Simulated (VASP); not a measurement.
Wanted: the native input for a VASP 6.6.1 run.

```yaml
Task: single point
Functional: PBE
Potentials_or_basis: VASP PAW PBE potentials, release 64 (N, Lu, P)
Cutoff: 520 eV
k_mesh: 6 × 6 × 4
Occupations: fermi-dirac, width 0.02 eV
Spin: no spin polarisation
Dipole_correction: no
Further_INCAR_settings: ALGO = Normal; EDIFF = 1e-06; NBANDS = 38; ISYM = 0
```

The structure of Lu2PN lies in POSCAR:

```
Lu2PN
1.0
    3.6431189712      0.0000000000      0.0000000000
    0.0000000000      3.6431189712      0.0000000000
    0.0000000000      0.0000000000      5.1957593964
N Lu P
1 2 1
Direct
    0.0000000000      0.0000000000      0.0000000000
    0.0000000000      0.0000000000      0.5000000000
    0.5000000000      0.5000000000      0.0000000000
    0.5000000000      0.5000000000      0.5000000000
```

One way to write it, as run:

INCAR

```
ALGO     = Normal         # electronic algorithm
EDIFF    = 1E-6           # SCF threshold, eV
ENCUT    = 520            # plane-wave cutoff, eV
GGA      = PE             # functional
ISIF     = 2              # what is computed and relaxed
ISMEAR   = -1             # smearing method
ISYM     = 0            
LASPH    = True           # aspherical terms in the spheres
LCHARG   = False          # write CHGCAR
LREAL    = False          # projectors in reciprocal space
LWAVE    = False          # write WAVECAR
NBANDS   = 38             # bands
NELM     = 60             # most SCF steps
PREC     = Accurate       # precision mode
SIGMA    = 0.02           # smearing width, eV
```

KPOINTS

```
k-points
0
Gamma
  6 6 4
```

Potentials or basis: VASP PAW PBE potentials, release 64 (N, Lu, P).

Launch:

```console
$ cat potpaw_PBE.64/N/POTCAR potpaw_PBE.64/Lu/POTCAR potpaw_PBE.64/P/POTCAR > POTCAR
$ mpirun -np 1 vasp_std > vasp.out
```

Results of the run:

```
Pressure               : 1.7 GPa
Band gap on the k mesh : zero (band 30 reaches 4.40 eV, above the bottom of band 31 at 3.41 eV)
```

Caveat: spin-orbit coupling is left out, which moves the levels of the heavy elements.

It took 2.1 min on 1 thread of AMD EPYC 7R13 Processor (Zen 3), with other jobs on the host, peak memory 0.28 GiB.
